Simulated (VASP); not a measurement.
LiBr (rocksalt type): relaxation of cell and atoms with PBE

The system is LiBr (rocksalt type).

```xyz
2
Lattice="0.0000 2.4573 2.4573 2.4573 0.0000 2.4573 2.4573 2.4573 0.0000" Properties=species:S:1:pos:R:3 pbc="T T T"
Li    0.0000    0.0000    0.0000
Br    2.4573    2.4573    2.4573
```

- Program: VASP 6.6.1
- Task: relaxation of cell and atoms
- Functional: PBE
- Potentials or basis: VASP PAW PBE potentials, release 64 (Li_sv, Br)
- Cutoff: 750 eV
- k mesh: 12 × 12 × 12
- Occupations: fermi-dirac, width 0.08 eV
- Spin: no spin polarisation
- Dipole correction: no
- Further INCAR settings: ALGO = Normal; EDIFF = 1e-07; IBRION = 2; EDIFFG = -0.005; NSW = 100; ISIF = 3

| Quantity | Value |
| --- | --- |
| Relaxed volume | 20.89 Å³/atom |
| Relaxed cell | a = 3.895 Å, b = 3.895 Å, c = 3.895 Å, α = 60.00°, β = 60.00°, γ = 60.00° |
| Space group after relaxing (to 0.1 Å) | Fm-3m (No. 225) |
| Energy gained by relaxing | 257.3 meV/atom |
| Ionic steps | 6 |
| Pressure after relaxing | 0.0 GPa |
| Band gap on the k mesh | 4.93 eV (least direct gap 4.93 eV) |

Step by step:
```csv
step,energy change (eV),largest force (eV/Å),pressure (GPa),volume (Å³)
1,0.0000,0.0000,18.59,29.67
2,-0.4770,0.0000,3.27,37.70
3,-0.5101,0.0000,1.01,40.25
4,-0.5146,0.0000,0.12,41.55
5,-0.5146,0.0000,-0.05,41.81
6,-0.5146,0.0000,-0.02,41.77
```

Final structure:
```cif
data_structure
_symmetry_space_group_name_H-M 'P 1'
_symmetry_Int_Tables_number 1
_cell_length_a 3.8947
_cell_length_b 3.8947
_cell_length_c 3.8947
_cell_angle_alpha 60.000
_cell_angle_beta 60.000
_cell_angle_gamma 60.000
_cell_volume 41.77
loop_
_atom_site_label
_atom_site_type_symbol
_atom_site_fract_x
_atom_site_fract_y
_atom_site_fract_z
_atom_site_occupancy
Li1 Li 0.00000 0.00000 0.00000 1
Br1 Br 0.50000 0.50000 0.50000 1
```

Levels at points of the mesh, in eV from the valence-band top:
```csv
k point,band 2,band 3,band 4,band 5,band 6,band 7,band 8,band 9
"(0.00, 0.00, 0.00)",-13.42,-0.01,-0.01,-0.01,4.93,10.49,10.49,10.49
"(0.50, 0.00, 0.00)",-12.96,-2.86,-0.27,-0.27,5.62,8.10,8.10,11.72
"(0.50, 0.50, 0.00)",-12.77,-2.87,-1.13,-1.13,6.24,7.11,11.59,12.40
```

Wall time 84 s on 1 thread of AMD EPYC 7R13 Processor (Zen 3), with other jobs on the host, peak memory 0.18 GiB.

Caveat: the volume moved by over 15 % at a fixed basis, so the end points are rough. A k mesh can miss the band edges.
